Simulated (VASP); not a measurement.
# W (P4_2mc) in VASP: further runs

The runs below take W through single point, with PBEsol.

Program: VASP 6.6.1. These are calculated values, not measurements. Logs are shortened: lines on timing, memory, paths and dates and some standing lists are left out, and cuts for length are marked.

**1. The cell of the first run**

The structure is tetragonal, space group P4_2mc (No. 105). Conventional cell: a = 5.032 Å, b = 5.032 Å, c = 5.032 Å, α = 90.00°, β = 90.00°, γ = 90.00°. W (site symmetry 2mm) has 12 W at 2.77 to 2.86 Å within 3.6 Å. Within 3.3 Å of W (site symmetry m) lie 14 W at 2.52 to 3.13 Å. Within 3.3 Å of W (site symmetry 2mm) lie 14 W at 2.52 to 3.13 Å.

**2. Single point, PBEsol (atoms displaced along a vibrational mode)**

Input file INCAR:

```
ALGO     = Fast           # electronic algorithm
EDIFF    = 1E-6           # SCF threshold, eV
ENCUT    = 520            # plane-wave cutoff, eV
GGA      = PS             # functional
ISIF     = 2              # what is computed and relaxed
ISMEAR   = 0              # smearing method
LASPH    = T              # aspherical terms in the spheres
LCHARG   = F              # write CHGCAR
LREAL    = F              # projectors in reciprocal space
LUSENCCL = F            
LWAVE    = F              # write WAVECAR
NBANDS   = 66             # bands
NELM     = 100            # most SCF steps
PREC     = Accurate       # precision mode
SIGMA    = 0.15           # smearing width, eV
```

Input file KPOINTS:

```
k-points
0
Gamma
  8 8 8
```

Input file POSCAR:

```
W
1.0
    5.0320434148      0.0000000000      0.0000000000
    0.0000000000      5.0320434148      0.0000000000
    0.0000000000      0.0000000000      5.0320434148
W
8
Direct
    0.0038347446      0.0000000000      0.0000000000
    0.5038347446      0.5000000000      0.5000000000
    0.0070253168      0.5000000000      0.2500000000
    0.0070253168      0.5000000000      0.7500000000
    0.2321146217      0.0000000000      0.5000000000
    0.7321146217      0.0000000000      0.5000000000
    0.5070253168      0.7500000000      0.0000000000
    0.5070253168      0.2500000000      0.0000000000
```

Potentials or basis: VASP PAW PBE potentials, release 64 (W_sv).

Launch:

```bash
$ cat potpaw_PBE.64/W_sv/POTCAR > POTCAR
$ mpirun -np 1 vasp_std > vasp.out
```

OUTCAR:

```text
EDIFF = 1E-6
   ENCUT = 520
   GGA = PS
   ISIF = 2
   ISMEAR = 0
   LASPH = T
   LREAL = F
   NELM = 100
   PREC = Accurate

 ion  position               nearest neighbor table
   1  0.004  0.000  0.000-   5 2.77   5 2.77   8 2.80   7 2.80   3 2.81   4 2.81   3 2.81   4 2.81
                             7 2.83   8 2.83   6 2.86   6 2.86
   2  0.504  0.500  0.500-   6 2.77   6 2.77   3 2.80   4 2.80   8 2.81   7 2.81   8 2.81   7 2.81
                             3 2.83   4 2.83   5 2.86   5 2.86
   3  0.007  0.500  0.250-   4 2.52   4 2.52   2 2.80   1 2.81   1 2.81   2 2.83   5 3.03   5 3.03
                             7 3.08   8 3.08   7 3.08   8 3.08   6 3.13   6 3.13
   4  0.007  0.500  0.750-   3 2.52   3 2.52   2 2.80   1 2.81   1 2.81   2 2.83   5 3.03   5 3.03
                             7 3.08   8 3.08   7 3.08   8 3.08   6 3.13   6 3.13
   5  0.232  0.000  0.500-   6 2.52   6 2.52   1 2.77   1 2.77   2 2.86   2 2.86   3 3.03   3 3.03
                             4 3.03   4 3.03   8 3.13   7 3.13   7 3.13   8 3.13
   6  0.732  0.000  0.500-   5 2.52   5 2.52   2 2.77   2 2.77   1 2.86   1 2.86   7 3.03   8 3.03
                             8 3.03   7 3.03   3 3.13   3 3.13   4 3.13   4 3.13
   7  0.507  0.750  0.000-   8 2.52   8 2.52   1 2.80   2 2.81   2 2.81   1 2.83   6 3.03   6 3.03
                             3 3.08   4 3.08   3 3.08   4 3.08   5 3.13   5 3.13
   8  0.507  0.250  0.000-   7 2.52   7 2.52   1 2.80   2 2.81   2 2.81   1 2.83   6 3.03   6 3.03
                             3 3.08   4 3.08   3 3.08   4 3.08   5 3.13   5 3.13

  LATTYP: Found a simple cubic cell.
 ALAT       =     5.0320434148

  Lattice vectors:

 A1 = (   5.0320434148,   0.0000000000,   0.0000000000)
 A2 = (   0.0000000000,   5.0320434148,   0.0000000000)
 A3 = (   0.0000000000,   0.0000000000,   5.0320434148)

Analysis of symmetry for initial positions (statically):
=====================================================================
 Subroutine PRICEL returns:
 Original cell was already a primitive cell.

 Routine SETGRP: Setting up the symmetry group for a
 simple cubic supercell.

 Subroutine GETGRP returns: Found  8 space group operations
 (whereof  4 operations were pure point group operations)
 out of a pool of 48 trial point group operations.

The static configuration has the point symmetry C_2v.
 The point group associated with its full space group is C_4v.

Analysis of symmetry for dynamics (positions and initial velocities):
=====================================================================
 Subroutine PRICEL returns:
 Original cell was already a primitive cell.

 Routine SETGRP: Setting up the symmetry group for a
 simple cubic supercell.

 Subroutine GETGRP returns: Found  8 space group operations
 (whereof  4 operations were pure point group operations)
 out of a pool of 48 trial point group operations.

The dynamic configuration has the point symmetry C_2v.
 The point group associated with its full space group is C_4v.

 Subroutine INISYM returns: Found  8 space group operations
 (whereof  4 operations are pure point group operations),
 and found     1 'primitive' translations

----------------------------------------------------------------------------------------

                                     Primitive cell

  volume of cell :     127.4187

  direct lattice vectors                    reciprocal lattice vectors
     5.032043415  0.000000000  0.000000000     0.198726425  0.000000000  0.000000000
     0.000000000  5.032043415  0.000000000     0.000000000  0.198726425  0.000000000
     0.000000000  0.000000000  5.032043415     0.000000000  0.000000000  0.198726425

  length of vectors
     5.032043415  5.032043415  5.032043415     0.198726425  0.198726425  0.198726425

  position of ions in fractional coordinates (direct lattice)
     0.003834745  0.000000000  0.000000000
     0.503834745  0.500000000  0.500000000
     0.007025317  0.500000000  0.250000000
     0.007025317  0.500000000  0.750000000
     0.232114622  0.000000000  0.500000000
     0.732114622  0.000000000  0.500000000
     0.507025317  0.750000000  0.000000000
     0.507025317  0.250000000  0.000000000

  ion indices of the primitive-cell ions
   primitive index   ion index
                 1           1
                 2           2
                 3           3
                 4           4
                 5           5
                 6           6
                 7           7
                 8           8

----------------------------------------------------------------------------------------

 KPOINTS: k-points

Automatic generation of k-mesh.
 Grid dimensions read from file:
 generate k-points for:    8    8    8

 Generating k-lattice:

  Cartesian coordinates                     Fractional coordinates (reciprocal lattice)
     0.024840803  0.000000000  0.000000000     0.125000000  0.000000000  0.000000000
     0.000000000  0.024840803  0.000000000     0.000000000  0.125000000  0.000000000
     0.000000000  0.000000000  0.024840803     0.000000000  0.000000000  0.125000000

  Length of vectors
     0.024840803  0.024840803  0.024840803

  Shift w.r.t. Gamma in fractional coordinates (k-lattice)
     0.000000000  0.000000000  0.000000000

 Subroutine IBZKPT returns following result:
 ===========================================

 Found     75 irreducible k-points:

 Following reciprocal coordinates:
            Coordinates               Weight
  0.000000  0.000000  0.000000      1.000000
  0.125000  0.000000  0.000000      2.000000
  0.000000  0.125000  0.000000      4.000000
  0.250000  0.000000  0.000000      2.000000
  0.000000  0.250000  0.000000      4.000000
  0.375000  0.000000  0.000000      2.000000
[... 16 lines left out ...]
  0.375000  0.250000  0.000000      8.000000
  0.000000  0.375000  0.250000      8.000000
 [... further k-points ...]
   k-points           NKPTS =     75   k-points in BZ     NKDIM =     75   number of bands    NBANDS=     66
   number of dos      NEDOS =    301   number of ions     NIONS =      8
   total plane-waves  NPLWV =  64000
   dimension x,y,z NGX =    40 NGY =   40 NGZ =   40
   dimension x,y,z NGXF=    80 NGYF=   80 NGZF=   80
   ions per type =               8
   NGX,Y,Z   is equivalent  to a cutoff of  13.21, 13.21, 13.21 a.u.
   NGXF,Y,Z  is equivalent  to a cutoff of  26.43, 26.43, 26.43 a.u.
 SYSTEM =  unknown system
   PREC   = accura    normal or accurate (medium, high low for compatibility)
   ISTART =      0    job   : 0-new  1-cont  2-samecut
   ICHARG =      2    charge: 1-file 2-atom 10-const
   ISPIN  =      1    spin polarized calculation?
   LNONCOLLINEAR =      F non collinear calculations
   LSORBIT =      F    spin-orbit coupling
   LASPH  =      T    aspherical Exc in radial PAW
   ENCUT  =  520.0 eV  38.22 Ry    6.18 a.u.   9.36  9.36  9.36*2*pi/ulx,y,z
   NELM   =    100;   NELMIN=  2; NELMDL= -5     # of ELM steps
   EDIFF  = 0.1E-05   stopping-criterion for ELM
   LREAL  =      F    real-space projection
   EDIFFG = 0.1E-04   stopping-criterion for IOM
   NSW    =      0    number of steps for IOM
   IBRION =     -1    ionic relax: 0-MD 1-quasi-New 2-CG
   NFREE  =      0    steps in history (QN), initial steepest desc. (CG)
   ISIF   =      2    stress and relaxation
   ISYM   =      2    0-nonsym 1-usesym 2-fastsym
   POTIM  = 0.5000    time-step for ionic-motion
   TEBEG  =    0.0;   TEEND  =   0.0 temperature during run
   PSTRESS=    0.0 pullay stress
   NELECT =     112.0000    total number of electrons
   NUPDOWN=      -1.0000    fix difference up-down
   EMIN   =  10.00;   EMAX   =-10.00  energy-range for DOS
   EFERMI =   0.00;   METHOD = LEGACY
   ISMEAR =     0;   SIGMA  =   0.15  broadening in eV -4-tet -1-fermi 0-gaus
   EFERMI_NEDOS =   21; number of points for ismear=-14 and -15
   IALGO  =     68    algorithm
   IMIX   =      4    mixing-type and parameters
     AMIX     =   0.40;   BMIX     =  1.00
     AMIX_MAG =   1.60;   BMIX_MAG =  1.00
  volume/ion in A,a.u.               =      15.93       107.48
  Fermi-wavevector in a.u.,A,eV,Ry     =   1.568206  2.963480 33.460403  2.459270
  Thomas-Fermi vector in A             =   2.670272
   LORBIT       =      0    0 simple, 1 ext, 2 COOP (PROOUT), +10 PAW based schemes
   GGA     = PS    functional components
   LHFCALC =     F    Hartree Fock is set to
   AEXX    =    0.0000 exact exchange contribution
   IVDW    =     0    specifies the selected vdW correction
   LEPSILON=     F    determine dielectric tensor
   LRPA    =     F    only Hartree local field effects (RPA)
 non-spin polarized calculation
 RMM-DIIS sequential band-by-band and
 Gauss-broadening in eV      SIGMA  =   0.15
  energy-cutoff  :      520.00
  volume of cell :      127.42
 maximum number of plane-waves:      3468
 NGX is ok and might be reduce to    40
   NGX = 19   NGY = 19   NGZ = 19

 number of electron     111.9999989 magnetization

 Free energy of the ion-electron system (eV)
  ---------------------------------------------------
  ext. energy  EPLUGINS =         0.00000000
  ---------------------------------------------------
  free energy    TOTEN  =      -109.61493551 eV

  energy without entropy =     -109.59034670  energy(sigma->0) =     -109.60264110

 E-fermi :  10.9741     XC(G=0): -13.7183

 val. band max:       10.9219890429   @ k =   0.3750   0.3750   0.1250
 cond. band min:      10.9934056617   @ k =   0.1250   0.1250   0.0000
 fundamental gap:      0.0714166188
 Fermi energy:        10.9740919351

 k-point     1 :       0.0000    0.0000    0.0000
  band No.  band energies     occupation
      1     -62.9995      2.00000
      2     -62.9499      2.00000
      3     -62.9462      2.00000
      4     -62.7993      2.00000
      5     -62.7993      2.00000
      6     -62.7947      2.00000
[... 58 lines left out ...]
     65      13.1322      0.00000
     66      13.9899      0.00000

 k-point     2 :       0.1250    0.0000    0.0000
  band No.  band energies     occupation
      1     -62.9961      2.00000
      2     -62.9510      2.00000
      3     -62.9418      2.00000
      4     -62.8012      2.00000
      5     -62.7993      2.00000
      6     -62.7993      2.00000
[... 1507 lines left out ...]
     65      13.3371      0.00000
     66      14.1848      0.00000

 k-point    24 :       0.0000    0.3750    0.2500
  band No.  band energies     occupation
      1     -62.9644      2.00000
      2     -62.9423      2.00000
      3     -62.9099      2.00000
      4     -62.8508      2.00000
      5     -62.8237      2.00000
      6     -62.7945      2.00000
[... 58 lines left out ...]
     65      13.3589      0.00000
     66      14.2589      0.00000

 [... further k-points ...]
[... 5 lines left out ...]
  --------------------------------------------------------------------------------------
  -------------------------------------------------------------------------------------
  Total        0.8872195      0.7791556      0.7791556      0.0000000      0.0000000      0.0000000
  in kB       11.1560008      9.7971930      9.7971930      0.0000000      0.0000000      0.0000000
  external PRESSURE =      10.2501289 kB  Pullay stress =       0.0000000 kB

 VOLUME and BASIS-vectors are now :
 -----------------------------------------------------------------------------
  energy-cutoff  :      520.00
  volume of cell :      127.42
      direct lattice vectors                 reciprocal lattice vectors
     5.032043415  0.000000000  0.000000000     0.198726425  0.000000000  0.000000000
     0.000000000  5.032043415  0.000000000     0.000000000  0.198726425  0.000000000
     0.000000000  0.000000000  5.032043415     0.000000000  0.000000000  0.198726425

 POSITION                                       TOTAL-FORCE (eV/Angst)
 -----------------------------------------------------------------------------------
      0.01930      0.00000      0.00000        -0.135489      0.000000      0.000000
      2.53532      2.51602      2.51602        -0.135489      0.000000      0.000000
      0.03535      2.51602      1.25801        -0.246114      0.000000     -0.002319
      0.03535      2.51602      3.77403        -0.246114      0.000000      0.002319
      1.16801      0.00000      2.51602         0.627716      0.000000      0.000000
      3.68403      0.00000      2.51602         0.627716      0.000000      0.000000
      2.55137      3.77403      0.00000        -0.246114     -0.002319      0.000000
      2.55137      1.25801      0.00000        -0.246114      0.002319      0.000000
 -----------------------------------------------------------------------------------
    total drift:                               -0.000249     -0.000000     -0.000001

  FREE ENERGIE OF THE ION-ELECTRON SYSTEM (eV)
  ---------------------------------------------------
  free  energy   TOTEN  =      -109.6149355109 eV

  energy  without entropy=     -109.5903466988  energy(sigma->0) =     -109.60264110
```

Run time: 8.2 min. Hardware: 1 × NVIDIA H100 80GB with 1 thread of AMD EPYC 7R13 (Zen 3), shared host; peak memory 1.6 GiB.

Results:

| Quantity | Value |
| --- | --- |
| Free energy | -109.6149 eV |
| Pressure | 1.0 GPa |
| Largest force | 0.628 eV/Å |
| Band gap on the k mesh | zero (bands 56 and 57 overlap by 0.92 eV) |

Forces on the atoms (eV/Å):
```
W   -0.135  0.000  0.000
W   -0.135  0.000  0.000
W   -0.246  0.000 -0.002
W   -0.246  0.000  0.002
W    0.628  0.000  0.000
W    0.628  0.000  0.000
W   -0.246 -0.002  0.000
W   -0.246  0.002  0.000
```

Stress tensor (GPa, compression positive):
```
1.12 0.00 0.00
0.00 0.98 0.00
0.00 0.00 0.98
```

Caveat: the cell differs from its parent crystal (atoms displaced along a vibrational mode); the PAW data sets were made with another functional, which shifts forces and pressure a little; spin-orbit coupling is left out, which moves the levels of the heavy elements.

**3. Single point, PBEsol (atoms displaced along a vibrational mode)**

Input file INCAR:

```
  PREC = Accurate
  ENCUT = 520
  EDIFF = 1E-6
  ISMEAR = 0
  SIGMA = 0.15
  LREAL = False
  LASPH = True
  NELM = 80
  ALGO = Fast
  ISIF = 2
  LWAVE = False
  LCHARG = True
  GGA = PS
  LELF = True
  LVHAR = True
  NBANDS = 66
  LUSENCCL = False
```

Input file KPOINTS:

```
regular mesh
0
Gamma
  8 8 8
```

Input file POSCAR:

```
W
1.0
    5.0320434148      0.0000000000      0.0000000000
    0.0000000000      5.0320434148      0.0000000000
    0.0000000000      0.0000000000      5.0320434148
W
8
Direct
   -0.0025564964      0.0000000000      0.0000000000
    0.4974435036      0.5000000000      0.5000000000
   -0.0046835446      0.5000000000      0.2500000000
   -0.0046835446      0.5000000000      0.7500000000
    0.2619235855      0.0000000000      0.5000000000
    0.7619235855      0.0000000000      0.5000000000
    0.4953164554      0.7500000000      0.0000000000
    0.4953164554      0.2500000000      0.0000000000
```

Potentials or basis: VASP PAW PBE potentials, release 64 (W_sv).

Launch:

```bash
$ cat potpaw_PBE.64/W_sv/POTCAR > POTCAR
$ mpirun -np 1 vasp_std > vasp.out
```

Wall time 8.4 min (1 × NVIDIA H100 80GB with 1 thread of AMD EPYC 7R13 (Zen 3), shared host); peak memory 1.6 GiB.

Results (log left out):

- Free energy: -109.6572 eV
- Pressure: 0.9 GPa
- Largest force: 0.414 eV/Å
- Band gap on the k mesh: zero (bands 56 and 57 overlap by 0.93 eV)

Forces on the atoms (eV/Å):
```
W    0.089  0.000  0.000
W    0.089  0.000  0.000
W    0.163  0.000 -0.001
W    0.163  0.000  0.001
W   -0.414  0.000  0.000
W   -0.414  0.000  0.000
W    0.163 -0.001  0.000
W    0.163  0.001  0.000
```

Levels at points of the mesh, in eV from the Fermi level:
```
           k point  band 53  band 54  band 55  band 56  band 57  band 58  band 59  band 60
(0.00, 0.00, 0.00)    -1.52    -1.51    -0.51    -0.49    -0.49     1.51     1.65     1.65
(0.50, 0.00, 0.00)    -1.14    -1.14    -0.94    -0.94     0.57     0.57     0.80     0.80
(0.00, 0.50, 0.00)    -1.15    -1.14    -0.93    -0.93     0.53     0.56     0.82     0.82
(0.50, 0.50, 0.00)    -1.23    -0.96    -0.95     0.22     0.28     0.35     0.58     1.05
(0.00, 0.50, 0.50)    -1.29    -0.96    -0.96     0.28     0.28     0.31     0.58     1.02
(0.50, 0.50, 0.50)    -1.37    -1.37    -1.37    -1.37     1.36     1.36     1.37     1.37
```

Caveat: the cell differs from its parent crystal (atoms displaced along a vibrational mode); the PAW data sets were made with another functional, which shifts forces and pressure a little; spin-orbit coupling is left out, which moves the levels of the heavy elements.

**4. Single point, PBEsol (atoms displaced along a vibrational mode)**

Input file INCAR:

```
SYSTEM = W
PREC = Accurate ; ENCUT = 520
EDIFF = 1E-6 ; ISMEAR = 0
SIGMA = 0.15 ; LREAL = .FALSE.
LASPH = .TRUE. ; NELM = 80
ALGO = Fast ; ISIF = 2
LWAVE = .FALSE. ; LCHARG = .TRUE.
GGA = PS ; LELF = .TRUE.
LVHAR = .TRUE. ; NBANDS = 66
LUSENCCL = .FALSE.
```

Input file KPOINTS:

```
Automatic mesh
0
G
  8 8 8
  0 0 0
```

Input file POSCAR:

```
W
1.0
    5.0320434148      0.0000000000      0.0000000000
    0.0000000000      5.0320434148      0.0000000000
    0.0000000000      0.0000000000      5.0320434148
W
8
Direct
    0.0012782482      0.0000000000      0.0000000000
    0.5012782482      0.5000000000      0.5000000000
    0.0023417723      0.5000000000      0.2500000000
    0.0023417723      0.5000000000      0.7500000000
    0.2440382072      0.0000000000      0.5000000000
    0.7440382072      0.0000000000      0.5000000000
    0.5023417723      0.7500000000      0.0000000000
    0.5023417723      0.2500000000      0.0000000000
```

Launch:

```bash
$ cat potpaw_PBE.64/W_sv/POTCAR > POTCAR
$ mpirun -np 1 vasp_std > vasp.out
```

Run time: 8.3 min. Hardware: 1 × NVIDIA H100 80GB with 1 thread of AMD EPYC 7R13 (Zen 3), shared host; peak memory 1.6 GiB.

The run converged. Its results:

```yaml
Free_energy: -109.6824 eV
Pressure: 0.8 GPa
Largest_force: 0.206 eV/Å
Band_gap_on_the_k_mesh: zero (bands 56 and 57 overlap by 0.93 eV)
```

Forces on the atoms (eV/Å):
```
W   -0.044  0.000  0.000
W   -0.044  0.000  0.000
W   -0.081  0.000  0.000
W   -0.081  0.000  0.000
W    0.206  0.000  0.000
W    0.206  0.000  0.000
W   -0.081  0.000  0.000
W   -0.081  0.000  0.000
```

Levels at points of the mesh, in eV from the Fermi level:
```csv
k point,band 52,band 53,band 54,band 55,band 56,band 57,band 58,band 59,band 60,band 61
"(0.00, 0.00, 0.00)",-2.03,-1.51,-1.51,-0.50,-0.49,-0.49,1.63,1.65,1.65,1.65
"(0.50, 0.00, 0.00)",-1.22,-1.15,-1.15,-0.94,-0.94,0.56,0.56,0.82,0.82,1.17
"(0.00, 0.50, 0.00)",-1.22,-1.15,-1.15,-0.94,-0.93,0.55,0.55,0.82,0.82,1.17
"(0.50, 0.50, 0.00)",-1.66,-1.27,-0.96,-0.96,0.27,0.29,0.34,0.58,1.05,1.06
"(0.00, 0.50, 0.50)",-1.68,-1.29,-0.96,-0.96,0.29,0.29,0.32,0.58,1.04,1.06
"(0.50, 0.50, 0.50)",-1.38,-1.38,-1.38,-1.37,-1.37,1.37,1.37,1.37,1.37,1.37
```

Caveat: the cell differs from its parent crystal (atoms displaced along a vibrational mode); the PAW data sets were made with another functional, which shifts forces and pressure a little; spin-orbit coupling is left out, which moves the levels of the heavy elements.

[end of part 1 of 2]

The gap in the log of VASP goes by the Fermi energy; the results here count the filled bands.